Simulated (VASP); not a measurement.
# FeO (R-3m) in VASP: a series of runs

Runs on FeO. Level: PBEsol. Tasks: relaxation of cell and atoms.

All numbers are computed with VASP 6.6.1; they aren't measurements. Logs are shortened: lines on timing, memory, paths and dates and some standing lists are left out, and cuts for length are marked.

## 1. The cell of the first run

The structure is trigonal, space group R-3m (No. 166). The conventional cell has a = 3.038 Å, b = 3.038 Å, c = 7.559 Å, α = 90.00°, β = 90.00°, γ = 120.00°. Fe (site symmetry -3m) has 6 O at 2.16 Å within 2.9 Å. O (site symmetry -3m) has 6 Fe at 2.16 Å within 2.9 Å.

## 2. Relaxation of cell and atoms, PBEsol, collinear spin, ferromagnetic start, target pressure 10 GPa, at which the enthalpy is minimised

Input file INCAR:

```
SYSTEM = FeO
PREC     = Accurate       ! precision mode
ENCUT    = 600            ! plane-wave cutoff, eV
EDIFF    = 1E-7           ! SCF threshold, eV
ISMEAR   = -1             ! smearing method
SIGMA    = 0.05           ! smearing width, eV
LREAL    = .False.        ! projectors in reciprocal space
LASPH    = .True.         ! aspherical terms in the spheres
NELM     = 150            ! most SCF steps
ALGO     = Normal         ! electronic algorithm
ISIF     = 3              ! what is computed and relaxed
LWAVE    = .False.        ! write WAVECAR
LCHARG   = .False.        ! write CHGCAR
ISPIN    = 2              ! spin polarisation
MAGMOM   = 3 0            ! initial moments
LORBIT   = 11             ! projections on sites
LMAXMIX  = 4              ! l up to which the mixer works
GGA      = PS             ! functional
IBRION   = 2              ! ionic algorithm
NSW      = 80             ! ionic steps
EDIFFG   = -0.005         ! ionic threshold
PSTRESS  = 100.0
```

Input file KPOINTS:

```
regular mesh
0
Gamma
  11 11 11
  0 0 0
```

Input file POSCAR:

```
FeO
1.0
    1.5188209023      0.8768916568      2.5195772846
   -1.5188209023      0.8768916568      2.5195772846
    0.0000000000     -1.7537833136      2.5195772846
Fe O
1 1
Direct
    0.0000000000      0.0000000000      0.0000000000
    0.5000000000      0.5000000000      0.5000000000
```

Potentials or basis: VASP PAW PBE potentials, release 64 (Fe, O).

On the command line:

```bash
$ cat potpaw_PBE.64/Fe/POTCAR potpaw_PBE.64/O/POTCAR > POTCAR
$ mpirun -np 1 vasp_std > vasp.out
```

OUTCAR:

```text
SYSTEM = FeO
   PREC = Accurate
   ENCUT = 600
   EDIFF = 1E-7
   ISMEAR = -1
   LREAL = .False.
   LASPH = .True.
   NELM = 150
   ISIF = 3
   ISPIN = 2
   LORBIT = 11
   GGA = PS
   IBRION = 2
   NSW = 80
   EDIFFG = -0.005
   PSTRESS = 100.0

 ion  position               nearest neighbor table
   1  0.000  0.000  0.000-   2 2.16   2 2.16   2 2.16   2 2.16   2 2.16   2 2.16
   2  0.500  0.500  0.500-   1 2.16   1 2.16   1 2.16   1 2.16   1 2.16   1 2.16

  LATTYP: Found a trigonal (rhomboedric) cell.
 ALAT       =     3.0698575869
 COS(alpha) =     0.5104391626

  Lattice vectors:

 A1 = (   1.5188209023,   0.8768916568,   2.5195772846)
 A2 = (  -1.5188209023,   0.8768916568,   2.5195772846)
 A3 = (   0.0000000000,  -1.7537833136,   2.5195772846)

Analysis of symmetry for initial positions (statically):
=====================================================================
 Subroutine PRICEL returns:
 Original cell was already a primitive cell.

 Routine SETGRP: Setting up the symmetry group for a
 trigonal (rhombohedral) supercell.

 Subroutine GETGRP returns: Found 12 space group operations
 (whereof 12 operations were pure point group operations)
 out of a pool of 12 trial point group operations.

The static configuration has the point symmetry D_3d.

Analysis of symmetry for dynamics (positions and initial velocities):
=====================================================================
 Subroutine PRICEL returns:
 Original cell was already a primitive cell.

 Routine SETGRP: Setting up the symmetry group for a
 trigonal (rhombohedral) supercell.

 Subroutine GETGRP returns: Found 12 space group operations
 (whereof 12 operations were pure point group operations)
 out of a pool of 12 trial point group operations.

The dynamic configuration has the point symmetry D_3d.

Analysis of structural, dynamic, and magnetic symmetry:
=====================================================================
 Subroutine PRICEL returns:
 Original cell was already a primitive cell.

 Routine SETGRP: Setting up the symmetry group for a
 trigonal (rhombohedral) supercell.

 Subroutine GETGRP returns: Found 12 space group operations
 (whereof 12 operations were pure point group operations)
 out of a pool of 12 trial point group operations.

The overall configuration has the point symmetry D_3d.

 Subroutine INISYM returns: Found 12 space group operations
 (whereof 12 operations are pure point group operations),
 and found     1 'primitive' translations

----------------------------------------------------------------------------------------

                                     Primitive cell

  volume of cell :      20.1341

  direct lattice vectors                    reciprocal lattice vectors
     1.518820902  0.876891657  2.519577285     0.329202738  0.190065290  0.132297324
    -1.518820902  0.876891657  2.519577285    -0.329202738  0.190065290  0.132297324
     0.000000000 -1.753783314  2.519577285     0.000000000 -0.380130579  0.132297324

  length of vectors
     3.069857587  3.069857587  3.069857587     0.402494521  0.402494521  0.402494521

  position of ions in fractional coordinates (direct lattice)
     0.000000000  0.000000000  0.000000000
     0.500000000  0.500000000  0.500000000

  ion indices of the primitive-cell ions
   primitive index   ion index
                 1           1
                 2           2

----------------------------------------------------------------------------------------

 KPOINTS: regular mesh

Automatic generation of k-mesh.
 Grid dimensions read from file:
 generate k-points for:   11   11   11

 Generating k-lattice:

  Cartesian coordinates                     Fractional coordinates (reciprocal lattice)
     0.029927522  0.017278663  0.012027029     0.090909091 -0.000000000  0.000000000
    -0.029927522  0.017278663  0.012027029    -0.000000000  0.090909091  0.000000000
     0.000000000 -0.034557325  0.012027029     0.000000000  0.000000000  0.090909091

  Length of vectors
     0.036590411  0.036590411  0.036590411

  Shift w.r.t. Gamma in fractional coordinates (k-lattice)
     0.000000000  0.000000000  0.000000000

 Subroutine IBZKPT returns following result:
 ===========================================

 Found    146 irreducible k-points:

 Following reciprocal coordinates:
            Coordinates               Weight
  0.000000  0.000000  0.000000      1.000000
  0.090909  0.000000 -0.000000      6.000000
  0.181818  0.000000 -0.000000      6.000000
  0.272727  0.000000  0.000000      6.000000
  0.363636  0.000000  0.000000      6.000000
  0.454545  0.000000 -0.000000      6.000000
[... 16 lines left out ...]
 -0.272727  0.181818  0.000000     12.000000
 -0.181818  0.181818  0.000000      6.000000
 [... further k-points ...]
   k-points           NKPTS =    146   k-points in BZ     NKDIM =    146   number of bands    NBANDS=     13
   number of dos      NEDOS =    301   number of ions     NIONS =      2
   total plane-waves  NPLWV =  21952
   dimension x,y,z NGX =    28 NGY =   28 NGZ =   28
   dimension x,y,z NGXF=    56 NGYF=   56 NGZF=   56
   ions per type =               1   1
   NGX,Y,Z   is equivalent  to a cutoff of  15.16, 15.16, 15.16 a.u.
   NGXF,Y,Z  is equivalent  to a cutoff of  30.33, 30.33, 30.33 a.u.
 SYSTEM =  FeO
   PREC   = accura    normal or accurate (medium, high low for compatibility)
   ISTART =      0    job   : 0-new  1-cont  2-samecut
   ICHARG =      2    charge: 1-file 2-atom 10-const
   ISPIN  =      2    spin polarized calculation?
   LNONCOLLINEAR =      F non collinear calculations
   LSORBIT =      F    spin-orbit coupling
   LASPH  =      T    aspherical Exc in radial PAW
   ENCUT  =  600.0 eV  44.10 Ry    6.64 a.u.   6.13  6.13  6.13*2*pi/ulx,y,z
   NELM   =    150;   NELMIN=  2; NELMDL= -5     # of ELM steps
   EDIFF  = 0.1E-06   stopping-criterion for ELM
   LREAL  =      F    real-space projection
   EDIFFG = -.5E-02   stopping-criterion for IOM
   NSW    =     80    number of steps for IOM
   IBRION =      2    ionic relax: 0-MD 1-quasi-New 2-CG
   NFREE  =      1    steps in history (QN), initial steepest desc. (CG)
   ISIF   =      3    stress and relaxation
   ISYM   =      2    0-nonsym 1-usesym 2-fastsym
   POTIM  = 0.5000    time-step for ionic-motion
   TEBEG  =    0.0;   TEEND  =   0.0 temperature during run
   PSTRESS=  100.0 pullay stress
   NELECT =      14.0000    total number of electrons
   NUPDOWN=      -1.0000    fix difference up-down
   EMIN   =  10.00;   EMAX   =-10.00  energy-range for DOS
   EFERMI =   0.00;   METHOD = LEGACY
   ISMEAR =    -1;   SIGMA  =   0.05  broadening in eV -4-tet -1-fermi 0-gaus
   EFERMI_NEDOS =   21; number of points for ismear=-14 and -15
   IALGO  =     38    algorithm
   IMIX   =      4    mixing-type and parameters
     AMIX     =   0.40;   BMIX     =  1.00
     AMIX_MAG =   1.60;   BMIX_MAG =  1.00
  volume/ion in A,a.u.               =      10.07        67.94
  Fermi-wavevector in a.u.,A,eV,Ry     =   1.450353  2.740770 28.620176  2.103524
  Thomas-Fermi vector in A             =   2.567975
   LORBIT       =     11    0 simple, 1 ext, 2 COOP (PROOUT), +10 PAW based schemes
   GGA     = PS    functional components
   LHFCALC =     F    Hartree Fock is set to
   AEXX    =    0.0000 exact exchange contribution
   IVDW    =     0    specifies the selected vdW correction
   LEPSILON=     F    determine dielectric tensor
   LRPA    =     F    only Hartree local field effects (RPA)
 conjugate gradient relaxation of ions
 spin polarized calculation
  energy-cutoff  :      600.00
  volume of cell :       20.13
 maximum number of plane-waves:       683
 NGX is ok and might be reduce to    28
   NGX = 13   NGY = 13   NGZ = 13

--------------------------------------- Ionic step        1  -------------------------------------------

 number of electron      14.0000000 magnetization       4.0008366

 Free energy of the ion-electron system (eV)
  ---------------------------------------------------
  ext. energy  EPLUGINS =         0.00000000
  ---------------------------------------------------
  free energy    TOTEN  =       -15.83934215 eV

  energy without entropy =      -15.82758279  energy(sigma->0) =      -15.83346247

------------------------ aborting loop because EDIFF is reached ----------------------------------------

  FORCE on cell =-STRESS in cart. coord.  units (eV):
  Direction    XX          YY          ZZ          XY          YZ          ZX
  --------------------------------------------------------------------------------------
  -------------------------------------------------------------------------------------
  Total       -1.1310499     -1.1310499     -1.2595835      0.0000000     -0.0000000      0.0000000
  in kB      -90.0038130    -90.0038130   -100.2319356      0.0000000     -0.0000000      0.0000000
  external PRESSURE =    -193.4131872 kB  Pullay stress =     100.0000000 kB
[... 97 lines left out ...]
  energy  without entropy=      -15.8320637755  energy(sigma->0) =      -15.83810313

  enthalpy is  TOTEN    =       -14.7003209672 eV   P V=        1.1438215189

[... ionic steps 4 to 7 ...]

--------------------------------------- Ionic step        8  -------------------------------------------

 number of electron      14.0000001 magnetization       3.9745802

------------------------ aborting loop because EDIFF is reached ----------------------------------------
[... 71 lines left out ...]
--------------------------------------- Ionic step       10  -------------------------------------------

 number of electron      14.0000001 magnetization       3.9743151

 Free energy of the ion-electron system (eV)
  ---------------------------------------------------
  ext. energy  EPLUGINS =         0.00000000
  ---------------------------------------------------
  free energy    TOTEN  =       -15.84451240 eV

  energy without entropy =      -15.83237079  energy(sigma->0) =      -15.83844159

 E-fermi :   7.0567     XC(G=0): -12.9101

 val. band max:        7.0457439618   @ k =  -0.3636   0.2727   0.0909
 cond. band min:       7.0627245823   @ k =   0.2727   0.0909   0.0909
 fundamental gap:      0.0169806205
 Fermi energy:         7.0567137013

 spin component 1

 k-point     1 :       0.0000    0.0000    0.0000
  band No.  band energies     occupation
      1     -14.3944      1.00000
      2       2.8989      1.00000
      3       2.9017      1.00000
      4       2.9017      1.00000
      5       3.0897      1.00000
      6       3.0916      1.00000
      7       3.0916      1.00000
      8       3.3903      1.00000
      9       3.3903      1.00000
     10       7.5935      0.00002
     11      22.6077      0.00000
     12      24.6967      0.00000
     13      24.7068      0.00000
[... 356 lines left out ...]
      2      -0.8408      1.00000
      3       0.3665      1.00000
      4       0.8504      1.00000
      5       3.5173      1.00000
      6       3.8962      1.00000
      7       4.4101      1.00000
      8       4.5987      1.00000
      9       6.6005      0.99989
     10      11.2665      0.00000
     11      17.9348      0.00000
     12      19.5548      0.00000
     13      22.8483      0.00000

 [... further k-points ...]

 spin component 2

 k-point     1 :       0.0000    0.0000    0.0000
  band No.  band energies     occupation
      1     -13.8076      1.00000
      2       3.5281      1.00000
      3       3.5310      1.00000
      4       3.5310      1.00000
      5       6.1769      1.00000
      6       6.1793      1.00000
      7       6.1793      1.00000
      8       7.1296      0.18892
      9       7.1296      0.18892
     10       8.4220      0.00000
     11      22.6666      0.00000
     12      25.7261      0.00000
     13      25.7357      0.00000
[... 401 lines left out ...]
  energy  without entropy=      -15.8323707873  energy(sigma->0) =      -15.83844159

  enthalpy is  TOTEN    =       -14.7006390605 eV   P V=        1.1438733406

 reached required accuracy - stopping structural energy minimisation

 total charge

# of ion       s       p       d       tot
------------------------------------------
    1        0.319   0.430   6.160   6.909
    2        1.548   3.465   0.000   5.013
--------------------------------------------------
tot          1.867   3.895   6.160  11.922

 magnetization (x)

# of ion       s       p       d       tot
------------------------------------------
    1        0.027   0.023   3.528   3.578
    2        0.034   0.282   0.000   0.316
--------------------------------------------------
tot          0.060   0.305   3.528   3.894
```

It took 5.4 min on 1 thread of Intel Xeon 6975P-C (Granite Rapids), shared host; peak memory 0.26 GiB.

Results:

- Free energy: -15.8445 eV
- Relaxed volume: 9.16 Å³/atom
- Relaxed cell: a = 2.960 Å, b = 2.960 Å, c = 2.960 Å, α = 59.98°, β = 59.98°, γ = 59.98°
- Space group after relaxing (to 0.1 Å): Fm-3m (No. 225)
- Energy change on relaxing (the run minimises the enthalpy): -2.6 meV/atom
- Ionic steps: 10
- Pressure after relaxing: 10.0 GPa
- Band gap on the k mesh: zero (filled and empty bands overlap)
- Net moment: 3.97 μB per cell
- Site moments: Fe +3.58; O +0.32 μB
- Valence electrons inside the program's atomic spheres: Fe 6.91; O 5.01

Step by step:
```csv
step,energy change (eV),largest force (eV/Å),pressure (GPa),volume (Å³)
1,0.0000,0.0000,-9.34,20.13
2,0.1860,0.0000,30.61,16.80
3,-0.0048,0.0000,9.97,18.33
4,-0.0026,0.0000,10.40,18.29
5,-0.0061,0.0000,9.73,18.35
6,-0.0056,0.0000,9.83,18.34
7,-0.0056,0.0000,9.85,18.34
8,-0.0054,0.0000,9.93,18.33
9,-0.0047,0.0000,10.07,18.32
10,-0.0052,0.0000,9.99,18.33
```

Final structure:
```xyz
2
Lattice="1.4795 0.8542 2.4169 -1.4795 0.8542 2.4169 0.0000 -1.7084 2.4169" Properties=species:S:1:pos:R:3 pbc="T T T"
Fe    0.0000    0.0000    0.0000
O     0.0000    0.0000    3.6254
```

Levels at points of the mesh, in eV from the Fermi level:
Spin up:
| k point | band 7 | band 8 | band 9 | band 10 | band 11 | band 12 |
| --- | --- | --- | --- | --- | --- | --- |
| (0.00, 0.00, 0.00) | -3.97 | -3.67 | -3.67 | 0.54 | 15.55 | 17.64 |
Spin down:
```tsv
k point	band 1	band 2	band 3	band 4	band 5	band 6	band 7	band 8	band 9	band 10
(0.00, 0.00, 0.00)	-20.86	-3.53	-3.53	-3.53	-0.88	-0.88	-0.88	0.07	0.07	1.37
```

Caveat: the cell is relaxed towards a set pressure, so the run minimises the enthalpy, not the energy; the PAW data sets were made with another functional, which shifts forces and pressure a little; a cell with one magnetic atom can't hold antiferromagnetic order, which such compounds often take; semilocal functionals often make such compounds metallic where correlation or magnetic order opens a gap, which also shifts bond lengths. With open d or f shells a metallic result of PBEsol can be an artefact of self-interaction; +U or a hybrid may open a gap.

## 3. Relaxation of cell and atoms, PBEsol, collinear spin, ferromagnetic start, target pressure 20 GPa, at which the enthalpy is minimised

Input file INCAR:

```
ALGO = Normal
EDIFF = 1E-6
EDIFFG = -0.005
ENCUT = 600
GGA = PS
IBRION = 2
ISIF = 3
ISMEAR = -1
ISPIN = 2
LASPH = True
LCHARG = False
LMAXMIX = 4
LORBIT = 11
LREAL = False
LWAVE = False
MAGMOM = 3 0
NELM = 150
NSW = 80
PREC = Accurate
PSTRESS = 200.0
SIGMA = 0.05
```

Input file KPOINTS:

```
k-points
0
Gamma
  11 11 11
```

POSCAR is that of step 2.

Potentials or basis: VASP PAW PBE potentials, release 64 (Fe, O).

On the command line:

```bash
$ cat potpaw_PBE.64/Fe/POTCAR potpaw_PBE.64/O/POTCAR > POTCAR
$ mpirun -np 1 vasp_std > vasp.out
```

It took 4.8 min on 1 thread of Intel Xeon 6975P-C (Granite Rapids), shared host; peak memory 0.25 GiB.

Results (log left out):

```
Free energy                                                : -15.7710 eV
Relaxed volume                                             : 8.77 Å³/atom
Relaxed cell                                               : a = 2.916 Å, b = 2.916 Å, c = 2.916 Å, α = 60.00°, β = 60.00°, γ = 60.00°
Space group after relaxing (to 0.1 Å)                      : Fm-3m (No. 225)
Energy change on relaxing (the run minimises the enthalpy) : +34.1 meV/atom
Ionic steps                                                : 11
Pressure after relaxing                                    : 20.0 GPa
Net moment                                                 : 3.84 μB per cell
Site moments                                               : Fe +3.48; O +0.29 μB
Valence electrons inside the program's atomic spheres      : Fe 7.01; O 5.03
```

Step by step:
```csv
step,energy change (eV),largest force (eV/Å),pressure (GPa),volume (Å³)
1,0.0000,0.0000,-9.42,20.13
2,0.6201,0.0000,61.09,15.21
3,0.0672,0.0000,19.85,17.55
4,0.0734,0.0000,20.55,17.50
5,0.0648,0.0000,19.58,17.57
6,0.0681,0.0000,19.96,17.54
7,0.0681,0.0000,19.95,17.54
8,0.0681,0.0000,19.97,17.54
9,0.0681,0.0000,19.99,17.54
10,0.0684,0.0000,20.05,17.54
11,0.0683,0.0000,20.02,17.54
```

Final structure:
```
CELL_PARAMETERS angstrom
1.45815 0.84186 2.38103
-1.45815 0.84186 2.38103
0.00000 -1.68372 2.38103
ATOMIC_POSITIONS crystal
Fe 0.00000 0.00000 0.00000
O 0.50000 0.50000 0.50000
```

Levels at points of the mesh, in eV from the Fermi level:
Spin up:
```csv
k point,band 5,band 6,band 7,band 8,band 9,band 10,band 11,band 12,band 13
"(0.00, 0.00, 0.00)",-3.98,-3.98,-3.98,-3.64,-3.64,0.83,15.70,18.06,18.06
```
Spin down:
```
           k point  band 1  band 2  band 3  band 4  band 5  band 6  band 7  band 8  band 9  band 10
(0.00, 0.00, 0.00)  -21.33   -3.76   -3.76   -3.76   -1.00   -1.00   -1.00    0.00    0.00     1.63
```

Caveat: the cell is relaxed towards a set pressure, so the run minimises the enthalpy, not the energy; the PAW data sets were made with another functional, which shifts forces and pressure a little; a cell with one magnetic atom can't hold antiferromagnetic order, which such compounds often take; semilocal functionals often make such compounds metallic where correlation or magnetic order opens a gap, which also shifts bond lengths.

(Part 1 of 2 ends here.)
